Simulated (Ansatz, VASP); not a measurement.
This is a calculation of Yb for Ansatz 0.2.0.

File input.yaml:

```yaml
crystal:
  lattice:
    - [3.8799, 0.0, 0.0]
    - [-1.93995, 3.3600919641, 0.0]
    - [0.0, 0.0, 6.3859]
  atoms:
    - { symbol: Yb, position: [0.6666666667, 0.3333333333, 0.75] }
    - { symbol: Yb, position: [0.3333333333, 0.6666666667, 0.25] }
kpoints:
  mp_grid: { grid: [6, 6, 3] }
scf:
  occupations: { method: fermi_dirac, width: 0.05 }
hamiltonian:
  xc: lda
  pseudopotentials: { kind: all_electron, lapw: { basis_error: 0.001 } }
output:
  forces: true
  stress: true
  eigenvalues: true
```

Potentials or basis: all-electron LAPW, scalar-relativistic.

Launch:

```console
$ ansatz run input.yaml --threads 2 --pin off --max-ram 6144MiB --backend cpu --events-out ev --progress --plain --runs-dir out
```

Set up the same calculation for VASP 6.6.1. Potentials there: VASP PAW PBE potentials, release 64 (Yb).

As run (the cutoff follows the program's own potentials):

INCAR

```
PREC = Accurate ; ENCUT = 520
EDIFF = 1E-7 ; ISMEAR = -1
SIGMA = 0.05 ; LREAL = F
LASPH = T ; NELM = 80
ALGO = Normal ; ISIF = 2
LWAVE = F ; LCHARG = F
GGA = CA ; NBANDS = 31
```

File KPOINTS:

```
Automatic mesh
0
Gamma
  6 6 3
```

File POSCAR:

```
Yb
1.0
    3.8799000000      0.0000000000      0.0000000000
   -1.9399500000      3.3600919641      0.0000000000
    0.0000000000      0.0000000000      6.3859000000
Yb
2
Direct
    0.6666666667      0.3333333333      0.7500000000
    0.3333333333      0.6666666667      0.2500000000
```

Potentials or basis: VASP PAW PBE potentials, release 64 (Yb).

Run with:

```sh
$ cat potpaw_PBE.64/Yb/POTCAR > POTCAR
$ mpirun -np 1 vasp_std > vasp.out
```

Both were run:

|  | VASP | Ansatz | Ansatz less VASP |
| --- | --- | --- | --- |
| gap on the k mesh at the Fermi level (eV) | none | none | - |
| pressure (GPa) | -4.7 | -4.4 | +0.28 |
| traceless stress, the component that is largest in VASP (GPa) | -0.23 | -0.27 | -0.034 |

VASP's potentials were made for PBE, not for LDA. LDA's correlation is that of Perdew and Zunger in VASP and of Perdew and Wang (1992) in Ansatz. A gap of «none» marks a metal or a gap that the smearing closes. Ansatz ran all-electron here, and VASP with PAW potentials.

Spin-orbit coupling is off throughout. Noted on Ansatz's run: the k mesh is thin for a metal, which can move the energy by tens of meV per atom; the open f shell may have settled in a state that isn't the lowest.
